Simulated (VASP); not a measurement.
Here is a VASP 6.6.1 calculation.

Contents of POSCAR:

```
HPt4
1.0
    2.7861346168      0.0000000000      0.0000000000
   -1.3930673084      2.4128633565      0.0000000000
    0.0000000000      0.0000000000     25.8246081658
Pt H
4 1
Direct
    0.6666666667      0.3333333333      0.3291434258
    0.3333333333      0.6666666667      0.4172326380
    0.0000000000      0.0000000000      0.5058900122
    0.6666666667      0.3333333333      0.5969661968
    0.6666666667      0.3333333333      0.6566154568
```

File INCAR.step1:

```
SYSTEM = HPt4
ALGO = Normal
DIPOL = 0.5 0.5 0.501
EDIFF = 1E-4
ENCUT = 520
GGA = PE
IDIPOL = 3
ISMEAR = 0
LASPH = .True.
LCHARG = .False.
LDIPOL = .True.
LREAL = .False.
LWAVE = .True.
NBANDS = 28
NELM = 60
PREC = Accurate
SIGMA = 0.1
```

INCAR.step2

```
SYSTEM = HPt4
ALGO = Normal
DIPOL = 0.5 0.5 0.501
EDIFF = 1E-7
ENCUT = 520
IDIPOL = 3
ISIF = 2
ISMEAR = 0
ISTART = 1
LASPH = .True.
LCHARG = .False.
LDIPOL = .True.
LMIXTAU = .True.
LREAL = .False.
LWAVE = .False.
METAGGA = R2SCAN
NBANDS = 28
NELM = 60
PREC = Accurate
SIGMA = 0.1
```

Contents of KPOINTS:

```
k-points
0
Gamma
  12 12 1
  0 0 0
```

Potentials or basis: VASP PAW PBE potentials, release 64 (Pt, H).

Command:

```console
$ cat potpaw_PBE.64/Pt/POTCAR potpaw_PBE.64/H/POTCAR > POTCAR
$ cp INCAR.step1 INCAR
$ mpirun -np 1 vasp_std > vasp.out
$ cp INCAR.step2 INCAR
$ mpirun -np 1 vasp_std > vasp.out
```

Q: Estimate the largest force.

A: 0.187 eV/Å.

Forces in eV/Å, atoms in the order of the input:
```
Pt   0.000  0.000 -0.187
Pt   0.000  0.000  0.160
Pt   0.000  0.000  0.005
Pt   0.000  0.000 -0.054
H    0.000  0.000  0.076
```

Caveat: the PAW data sets were made with another functional, which shifts forces and pressure a little.
